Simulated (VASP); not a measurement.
**ZrSiRu4: relaxation of cell and atoms with PBE**

The system is ZrSiRu4.

```
Zr Si Ru
1.0
     3.45787    0.00000    0.00000
    -1.72894    2.99461    0.00000
     0.00000    0.00000    7.02921
Zr Si Ru
1 1 4
Direct
  0.00000 0.00000 0.50000
  0.00000 0.00000 0.00000
  0.33333 0.66667 0.75959
  0.33333 0.66667 0.24041
  0.66667 0.33333 0.75959
  0.66667 0.33333 0.24041
```

The cell was generated, and may not be a known phase.

```yaml
Program: VASP 6.6.1
Task: relaxation of cell and atoms
Functional: PBE
Potentials_or_basis: VASP PAW PBE potentials, release 64 (Zr_sv, Si, Ru_pv)
Cutoff: 600 eV
k_mesh: 6 × 6 × 4
Occupations: gaussian, width 0.1 eV
Spin: no spin polarisation
Dipole_correction: no
Further_INCAR_settings: ALGO = Normal; EDIFF = 1e-06; IBRION = 2; EDIFFG = -0.04; NSW = 90; ISIF = 3
```

```
Relaxed volume                        : 15.29 Å³/atom
Relaxed cell                          : a = 4.334 Å, b = 4.334 Å, c = 5.642 Å, α = 90.00°, β = 90.00°, γ = 120.00°
Space group after relaxing (to 0.1 Å) : P6/mmm (No. 191)
Pressure after relaxing               : 0.2 GPa
Largest force after relaxing          : 0.024 eV/Å
Band gap on the k mesh                : zero (bands 36 and 37 overlap by 0.88 eV)
```

Forces in eV/Å, atoms in the order of the input:
```
Zr   0.000  0.000  0.000
Si   0.000  0.000  0.000
Ru   0.000  0.000 -0.024
Ru   0.000  0.000  0.024
Ru   0.000  0.000 -0.024
Ru   0.000  0.000  0.024
```

Final structure:
```yaml
crystal:
  lattice:
    - [4.33372, 0.00000, 0.00000]
    - [-2.16686, 3.75311, 0.00000]
    - [0.00000, 0.00000, 5.64204]
  atoms:
    - { symbol: Zr, position: [0.00000, 0.00000, 0.50000] }
    - { symbol: Si, position: [0.00000, 0.00000, 0.00000] }
    - { symbol: Ru, position: [0.33333, 0.66667, 0.77932] }
    - { symbol: Ru, position: [0.33333, 0.66667, 0.22068] }
    - { symbol: Ru, position: [0.66667, 0.33333, 0.77932] }
    - { symbol: Ru, position: [0.66667, 0.33333, 0.22068] }
```

Levels at points of the mesh, in eV from the Fermi level:
```tsv
k point	band 32	band 33	band 34	band 35	band 36	band 37	band 38	band 39	band 40	band 41
(0.00, 0.00, 0.00)	-1.69	-1.69	-1.29	-1.29	0.26	0.26	0.99	0.99	1.54	1.83
(0.50, 0.00, 0.00)	-1.17	-0.76	-0.44	-0.24	0.31	0.65	0.89	0.98	1.09	1.30
(0.00, 0.00, 0.50)	-1.99	-1.85	-1.84	-1.84	0.05	0.05	0.15	0.55	1.48	2.70
(0.50, 0.00, 0.50)	-1.67	-1.02	-0.95	-0.94	-0.78	-0.01	0.18	0.48	0.64	1.65
```

Wall time 20 min on 1 thread of AMD EPYC 9R45 96-Core Processor (Zen 5), with other jobs on the host, peak memory 0.23 GiB.

Caveat: the volume moved by over 15 % at a fixed basis, so the end points are rough.
